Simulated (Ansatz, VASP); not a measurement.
Two plane-wave programs on Cd5Se2S3

```xyz
10
Lattice="0.0000 -4.2676 0.0000 4.2676 0.0000 0.0000 -2.1338 2.1338 15.0730" Properties=species:S:1:pos:R:3 pbc="T T T"
Cd    2.1338   -2.1338    2.8927
Cd    0.0000    0.0000    6.0857
Cd    2.1338   -2.1338    8.9873
Cd    0.0000    0.0000   12.1803
Cd    0.0000    0.0000    0.0000
Se    0.0000   -2.1338   10.5837
Se    0.0000   -2.1338    4.4893
S     2.1338    0.0000    7.5365
S     2.1338    0.0000   13.6287
S     2.1338    0.0000    1.4443
```

Alike in both runs: task single point; functional PBE; k mesh 4 × 4 × 4; occupations gaussian, width 0.1 eV; no spin polarisation.

|  | VASP | Ansatz |
| --- | --- | --- |
| version | VASP 6.6.1 | Ansatz 0.2.0 |
| potentials or method | VASP PAW PBE potentials, release 64 (Cd, Se, S), cutoff 520 eV | scalar-relativistic, plane waves, PAW |
| valence electrons in the cell | 90 | 150 |

|  | VASP | Ansatz | Ansatz less VASP |
| --- | --- | --- | --- |
| gap on the k mesh at the Fermi level (eV) | 0.75 | 0.75 | 0.000 |
| least direct gap on the mesh (eV) | 0.75 | 0.75 | 0.000 |
| pressure (GPa) | 0.3 | 0.1 | -0.28 |
| traceless stress, the component that is largest in VASP (GPa) | -0.11 | -0.10 | +0.003 |

VASP's potentials hold 90 valence electrons a cell and Ansatz's 150, so a difference there can come from the potentials and not from the codes.
